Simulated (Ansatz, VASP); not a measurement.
**Two plane-wave programs on SbMo**

The input INCAR:

```
SYSTEM = SbMo
PREC = Accurate
ENCUT = 520
EDIFF = 1E-8
ISMEAR = -1
SIGMA = 0.03
LREAL = .False.
LASPH = .True.
NELM = 80
ALGO = Normal
ISIF = 2
LWAVE = .False.
LCHARG = .False.
GGA = PS
LEFG = .True.
NBANDS = 16
```

The input KPOINTS:

```
Automatic mesh
0
Gamma
  10 10 10
  0 0 0
```

Contents of POSCAR:

```
SbMo
1.0
    0.0000000000      2.7602407532      2.7602407532
    2.7602407532      0.0000000000      2.7602407532
    2.7602407532      2.7602407532      0.0000000000
Mo Sb
1 1
Direct
    0.0000000000      0.0000000000      0.0000000000
    0.5000000000      0.5000000000      0.5000000000
```

Input for Ansatz:

```yaml
crystal:
  lattice:
    - [0.0, 2.7602407532, 2.7602407532]
    - [2.7602407532, 0.0, 2.7602407532]
    - [2.7602407532, 2.7602407532, 0.0]
  atoms:
    - { symbol: Mo, position: [0.0, 0.0, 0.0] }
    - { symbol: Sb, position: [0.5, 0.5, 0.5] }
kpoints:
  mp_grid: { grid: [10, 10, 10] }
  band_path:
    path:
      - [0.0, 0.0, 0.0]
      - [0.5, 0.0, 0.5]
      - [0.625, 0.25, 0.625]
      - [0.375, 0.375, 0.75]
      - [0.0, 0.0, 0.0]
      - [0.5, 0.5, 0.5]
      - [0.5, 0.25, 0.75]
      - [0.5, 0.0, 0.5]
    npoints: 5
scf:
  occupations: { method: fermi_dirac, width: 0.03 }
hamiltonian:
  xc: pbesol
  pseudopotentials: { kind: paw }
output:
  forces: true
  stress: true
  eigenvalues: true
  efg: { contact_densities: true }
```

Alike in both runs: task electric field gradients; functional PBEsol; k mesh 10 × 10 × 10; occupations fermi-dirac, width 0.03 eV; no spin polarisation.

|  | VASP | Ansatz |
| --- | --- | --- |
| version | VASP 6.6.1 | Ansatz 0.2.0 |
| potentials or method | VASP PAW PBE potentials, release 64 (Mo_sv, Sb) | PAW with Ansatz's default frozen-core files, scalar-relativistic |
| plane-wave cutoff (eV) | 520 | 420 |
| valence electrons in the cell | 19 | 29 |

|  | VASP | Ansatz | Ansatz less VASP |
| --- | --- | --- | --- |
| pressure (GPa) | -4.8 | -4.9 | -0.09 |

VASP's potentials were made for PBE, not for PBEsol. VASP's potentials hold 19 valence electrons a cell and Ansatz's 29, so a difference there can come from the potentials and not from the codes.

Neither program's run includes spin-orbit coupling.
